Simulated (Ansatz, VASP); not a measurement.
AlN in VASP and in Ansatz

Contents of INCAR:

```
  PREC = Accurate
  ENCUT = 520
  EDIFF = 1E-6
  ISMEAR = 0
  SIGMA = 0.05
  LREAL = False
  LASPH = True
  NELM = 100
  ALGO = Normal
  ISIF = 2
  LWAVE = False
  LCHARG = False
  NBANDS = 16
```

Contents of KPOINTS:

```
Automatic mesh
0
Gamma
  9 9 6
```

Contents of POSCAR:

```
AlN
1.0
    3.3305662437      0.0000000000      0.0000000000
   -1.6652831218      2.8843549760      0.0000000000
    0.0000000000      0.0000000000      4.1691689022
Al N
2 2
Direct
    0.3333333333      0.6666666667      0.7773448474
    0.6666666667      0.3333333333      0.2773448474
    0.3333333333      0.6666666667      0.1973259047
    0.6666666667      0.3333333333      0.6973259047
```

Input for Ansatz:

```yaml
crystal:
  lattice:
    - [3.3305662437, 0.0, 0.0]
    - [-1.6652831218, 2.884354976, 0.0]
    - [0.0, 0.0, 4.1691689022]
  atoms:
    - { symbol: Al, position: [0.3333333333, 0.6666666667, 0.7773448474] }
    - { symbol: Al, position: [0.6666666667, 0.3333333333, 0.2773448474] }
    - { symbol: "N", position: [0.3333333333, 0.6666666667, 0.1973259047] }
    - { symbol: "N", position: [0.6666666667, 0.3333333333, 0.6973259047] }
basis:
  ecutwfc: 520.0
kpoints:
  mp_grid: { grid: [9, 9, 6] }
hamiltonian:
  xc: lda
  pseudopotentials: { kind: paw, azcp: { folder: soft_1 } }
scf:
  occupations: { method: gaussian, width: 0.05 }
output:
  forces: true
  stress: true
  eigenvalues: true
```

Change from the starting cell: mode 4 frozen in at -0.216 Å, equal normal strain along x, y and z +0.0167.

Alike in both runs: task single point; functional LDA; k mesh 9 × 9 × 6; occupations gaussian, width 0.05 eV; no spin polarisation.

|  | VASP | Ansatz |
| --- | --- | --- |
| version | VASP 6.6.1 | Ansatz 0.2.0 |
| potentials or method | VASP PAW LDA potentials, release 64 (Al, N), cutoff 520 eV | scalar-relativistic, plane waves, PAW |
| valence electrons in the cell | 16 | 16 |

```tsv
	VASP	Ansatz	Ansatz less VASP
gap on the k mesh at the Fermi level (eV)	3.69	3.69	-0.002
least direct gap on the mesh (eV)	3.69	3.69	-0.002
pressure (GPa)	2.2	1.5	-0.70
traceless stress, the component that is largest in VASP (GPa)	35.71	35.14	-0.569
rms of the force components (eV/Å)	1.490	1.448	-0.0423
```

Ansatz warns that its potentials were made for another functional, while VASP's fit it. LDA's correlation is that of Perdew and Zunger in VASP and of Perdew and Wang (1992) in Ansatz. Atom by atom the forces differ by 0.042 eV/Å (rms over components).
